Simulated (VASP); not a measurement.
# TaV (Cmmm) in VASP: settings compared, part 2 of 2

VASP 6.6.1. The steps go on from the part before.

**3. Single point, PBEsol, collinear spin, ferromagnetic start**

This run uses another cell than the first one, of 15.46 Å³/atom.

INCAR reads:

```
ALGO     = Normal         # electronic algorithm
EDIFF    = 1E-6           # SCF threshold, eV
ENCUT    = 520            # plane-wave cutoff, eV
GGA      = PS             # functional
ISIF     = 2              # what is computed and relaxed
ISMEAR   = -1             # smearing method
ISPIN    = 2              # spin polarisation
LASPH    = True           # aspherical terms in the spheres
LCHARG   = False          # write CHGCAR
LMAXMIX  = 4              # l up to which the mixer works
LORBIT   = 11             # projections on sites
LREAL    = False          # projectors in reciprocal space
LWAVE    = False          # write WAVECAR
MAGMOM   = 0 2            # initial moments
NBANDS   = 23             # bands
NELM     = 150            # most SCF steps
PREC     = Accurate       # precision mode
SIGMA    = 0.05           # smearing width, eV
```

KPOINTS reads:

```
k-points
0
Gamma
  7 7 5
```

POSCAR reads:

```
TaV
1.0
    1.5758540555     -2.2773374091      0.0000000000
    1.5758540555      2.2773374091      0.0000000000
    0.0000000000      0.0000000000      4.3077130717
Ta V
1 1
Direct
    0.0000000000      0.0000000000      0.0000000000
    0.5000000000      0.5000000000      0.5000000000
```

Potentials or basis: VASP PAW PBE potentials, release 64 (Ta_pv, V_sv).

The run is started by

```console
$ cat potpaw_PBE.64/Ta_pv/POTCAR potpaw_PBE.64/V_sv/POTCAR > POTCAR
$ mpirun -np 1 vasp_std > vasp.out
```

OUTCAR:

```text
EDIFF = 1E-6
   ENCUT = 520
   GGA = PS
   ISIF = 2
   ISMEAR = -1
   ISPIN = 2
   LASPH = True
   LORBIT = 11
   LREAL = False
   NELM = 150
   PREC = Accurate

 ion  position               nearest neighbor table
   1  0.000  0.000  0.000-   2 2.67   2 2.67   2 2.67   2 2.67   2 3.13   2 3.13   2 3.13   2 3.13

   2  0.500  0.500  0.500-   1 2.67   1 2.67   1 2.67   1 2.67   1 3.13   1 3.13   1 3.13   1 3.13

  LATTYP: Found a base centered orthorhombic cell.
 ALAT       =     3.1517081110
 B/A-ratio  =     1.4451448731
 C/A-ratio  =     1.3667868089

  Lattice vectors:

 A1 = (   1.5758540555,  -2.2773374091,   0.0000000000)
 A2 = (   1.5758540555,   2.2773374091,   0.0000000000)
 A3 = (   0.0000000000,   0.0000000000,   4.3077130717)

Analysis of symmetry for initial positions (statically):
=====================================================================
 Subroutine PRICEL returns:
 Original cell was already a primitive cell.

 Routine SETGRP: Setting up the symmetry group for a
 base centered orthorhombic supercell.

 Subroutine GETGRP returns: Found  8 space group operations
[... 816 lines left out ...]
 k-point     1 :       0.0000    0.0000    0.0000
  band No.  band energies     occupation
      1     -56.1095      1.00000
      2     -30.1435      1.00000
      3     -29.9118      1.00000
      4     -29.8293      1.00000
      5     -26.0736      1.00000
      6     -25.5945      1.00000
[... 613 lines left out ...]
     22      21.7136      0.00000
     23      22.2336      0.00000

 [... further k-points ...]
[... 5 lines left out ...]
  --------------------------------------------------------------------------------------
  -------------------------------------------------------------------------------------
  Total        0.0726373      0.0739488      0.0712053      0.0000000      0.0000000      0.0000000
  in kB        3.7640022      3.8319666      3.6897986      0.0000000      0.0000000      0.0000000
  external PRESSURE =       3.7619224 kB  Pullay stress =       0.0000000 kB

 VOLUME and BASIS-vectors are now :
 -----------------------------------------------------------------------------
  energy-cutoff  :      520.00
  volume of cell :       30.92
      direct lattice vectors                 reciprocal lattice vectors
     1.575854056 -2.277337409  0.000000000     0.317288266 -0.219554642  0.000000000
     1.575854056  2.277337409  0.000000000     0.317288266  0.219554642  0.000000000
     0.000000000  0.000000000  4.307713072     0.000000000  0.000000000  0.232141738

 POSITION                                       TOTAL-FORCE (eV/Angst)
 -----------------------------------------------------------------------------------
      0.00000      0.00000      0.00000         0.000000      0.000000      0.000000
      1.57585      0.00000      2.15386        -0.000000      0.000000      0.000000
 -----------------------------------------------------------------------------------
    total drift:                                0.000000      0.000000     -0.000000

  FREE ENERGIE OF THE ION-ELECTRON SYSTEM (eV)
  ---------------------------------------------------
  free  energy   TOTEN  =       -22.0290476237 eV

  energy  without entropy=      -21.9983191337  energy(sigma->0) =      -22.01368338

 total charge

# of ion       s       p       d       tot
------------------------------------------
    1        0.402   6.174   2.509   9.084
    2        2.320   6.212   3.071  11.602
--------------------------------------------------
tot          2.722  12.386   5.579  20.686

 magnetization (x)

# of ion       s       p       d       tot
------------------------------------------
    1       -0.000   0.000   0.000   0.000
    2        0.000   0.000   0.001   0.001
--------------------------------------------------
tot          0.000   0.000   0.001   0.001
```

OSZICAR:

```text
N       E                     dE             d eps       ncg     rms          rms(c)
DAV:   1     0.250524077125E+03    0.25052E+03   -0.13742E+04  4432   0.114E+03
DAV:   2    -0.172731918773E+02   -0.26780E+03   -0.25998E+03  4689   0.371E+02
DAV:   3    -0.242453958212E+02   -0.69722E+01   -0.69154E+01  5214   0.661E+01
[... 15 lines left out ...]
DAV:  19    -0.220290414076E+02   -0.21506E-04   -0.40423E-04  5158   0.615E-02    0.866E-03
DAV:  20    -0.220290457516E+02   -0.43440E-05   -0.48766E-05  5221   0.237E-02    0.405E-03
DAV:  21    -0.220290469504E+02   -0.11988E-05   -0.11511E-05  4030   0.105E-02    0.305E-03
DAV:  22    -0.220290475484E+02   -0.59797E-06   -0.20525E-05  4715   0.141E-02    0.954E-04
DAV:  23    -0.220290476237E+02   -0.75270E-07   -0.56891E-07  2334   0.454E-03
   1 F= -.22029048E+02 E0= -.22013683E+02  d E =-.307285E-01  mag=     0.0005
```

stdout:

```text
POSCAR found type information on POSCAR TaV
 POSCAR found :  2 types and       2 ions
 scaLAPACK will be used
 -----------------------------------------------------------------------------
|                                                                             |
|                                                                             |
|     You enforced a specific xc type in the INCAR file but a different       |
|     I HOPE YOU KNOW WHAT YOU ARE DOING!                                     |
|                                                                             |
 -----------------------------------------------------------------------------

 LDA part: xc-table for (Slater+PW92), standard interpolation
 POSCAR, INCAR and KPOINTS ok, starting setup
 FFT: planning ... GRIDC
 FFT: planning ... GRID_SOFT
 FFT: planning ... GRID
 WAVECAR not read
 entering main loop
```

Wall time 1.8 min (1 thread of Oxide Virtual Turin-like, shared host); peak memory 0.16 GiB.

What came out:

* Free energy: -22.0290 eV
* Pressure: 0.4 GPa
* Band gap on the k mesh: zero (filled and empty bands overlap)
* Net moment: 0.00 μB per cell
* Valence electrons inside the program's atomic spheres: Ta 9.08; V 11.60

Caveat: the moments typed at the start vanished in this run; the PAW data sets were made with another functional, which shifts forces and pressure a little; spin-orbit coupling is left out, which moves the levels of the heavy elements.

**4. Single point, PBE, collinear spin, ferromagnetic start**

This run uses another cell than the first one, of 16.07 Å³/atom.

INCAR reads:

```
  PREC = Accurate
  ENCUT = 520
  EDIFF = 1E-6
  ISMEAR = -1
  SIGMA = 0.05
  LREAL = F
  LASPH = T
  NELM = 150
  ALGO = Normal
  ISIF = 2
  LWAVE = F
  LCHARG = F
  ISPIN = 2
  MAGMOM = 0 2
  LORBIT = 11
  LMAXMIX = 4
  GGA = PE
  NBANDS = 23
```

KPOINTS reads:

```
regular mesh
0
Gamma
  7 7 5
```

POSCAR reads:

```
TaV
1.0
    1.6083298715     -2.3045232578      0.0000000000
    1.6083298715      2.3045232578      0.0000000000
    0.0000000000      0.0000000000      4.3352786850
Ta V
1 1
Direct
    0.0000000000      0.0000000000      0.0000000000
    0.5000000000      0.5000000000      0.5000000000
```

The run is started by

```console
$ cat potpaw_PBE.64/Ta_pv/POTCAR potpaw_PBE.64/V_sv/POTCAR > POTCAR
$ mpirun -np 1 vasp_std > vasp.out
```

Run time: 93 s. Hardware: 1 thread of Oxide Virtual Turin-like, shared host; peak memory 0.16 GiB.

The run converged. Its results:

```yaml
Free_energy: -20.6575 eV
Pressure: 0.2 GPa
Net_moment: 0.46 μB per cell
Site_moments: Ta +0.02; V +0.35 μB
Valence_electrons_inside_the_program's_atomic_spheres: Ta 9.00; V 11.54
```

Levels at points of the mesh, in eV from the Fermi level:
Spin up:
| k point | band 8 | band 9 | band 10 | band 11 | band 12 | band 13 | band 14 | band 15 | band 16 | band 17 |
| --- | --- | --- | --- | --- | --- | --- | --- | --- | --- | --- |
| (0.00, 0.00, 0.00) | -7.39 | -3.72 | -1.40 | -0.10 | 0.39 | 0.76 | 1.87 | 2.09 | 2.16 | 4.13 |
Spin down:
```csv
k point,band 9,band 10,band 11,band 12,band 13,band 14,band 15,band 16
"(0.00, 0.00, 0.00)",-3.60,-1.24,0.25,0.63,0.97,2.11,2.22,2.32
```

Caveat: a moment this small can come from the mesh or the smearing; spin-orbit coupling is left out, which moves the levels of the heavy elements.

**5. Summary**

| level | potentials or basis | cell | gap on the mesh (eV) | pressure (GPa) | moment (μB) |
| --- | --- | --- | --- | --- | --- |
| LDA | VASP PAW LDA potentials, release 64 (Ta_pv, V_sv) | a = 2.750, b = 2.750, c = 4.242 Å, angles 90.0, 90.0, 110.7°, 2 atoms | none | 0.9 | 0.00 |
| PBEsol | VASP PAW PBE potentials, release 64 (Ta_pv, V_sv) | a = 2.769, b = 2.769, c = 4.308 Å, angles 90.0, 90.0, 110.6°, 2 atoms | none | 0.4 | 0.00 |
| PBE | VASP PAW PBE potentials, release 64 (Ta_pv, V_sv) | a = 2.810, b = 2.810, c = 4.335 Å, angles 90.0, 90.0, 110.2°, 2 atoms | none | 0.2 | 0.46 |

Alike in all rows: task single point; spin collinear, ferromagnetic start; k mesh 7 × 7 × 5; cutoff (eV) 520; smearing fermi-dirac 0.05 eV.

Caveats: spin-orbit coupling is left out, which moves the levels of the heavy elements; the moments typed at the start vanished in this run (at least some runs); the PAW data sets were made with another functional, which shifts forces and pressure a little (at least some runs); a moment this small can come from the mesh or the smearing (at least some runs).

Total energies depend on the potentials used, so only differences within one code and one set of settings carry meaning.
